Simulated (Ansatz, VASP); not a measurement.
## One calculation of CsTlH4, two programs

```xyz
6
Lattice="3.8274 0.0000 0.0000 0.0000 3.8274 0.0000 0.0000 0.0000 6.7625" Properties=species:S:1:pos:R:3 pbc="T T T"
Cs    1.9137    1.9137    3.3813
Tl    0.0000    0.0000    0.0000
H     1.9137    0.0000    1.1882
H     0.0000    1.9137    5.5743
H     1.9137    0.0000    5.5743
H     0.0000    1.9137    1.1882
```

Alike in both runs: functional PBE; k mesh 10 × 10 × 6; occupations gaussian, width 0.1 eV; no spin polarisation.

Ansatz relaxed the structure, and its values are those at the end. VASP's run is a single point on that final structure, the one shown.

|  | VASP | Ansatz |
| --- | --- | --- |
| version | VASP 6.6.1 | Ansatz 0.2.0 |
| potentials or method | VASP PAW PBE potentials, release 64 (Cs_sv, Tl_d, H), cutoff 520 eV | scalar-relativistic, plane waves, PAW |
| valence electrons in the cell | 26 | 26 |

```csv
,VASP,Ansatz,Ansatz less VASP
gap on the k mesh at the Fermi level (eV),none,none,-
pressure (GPa),0.0,0.0,0.00
```

A gap of «none» marks a metal or a gap that the smearing closes.

Neither program's run includes spin-orbit coupling.
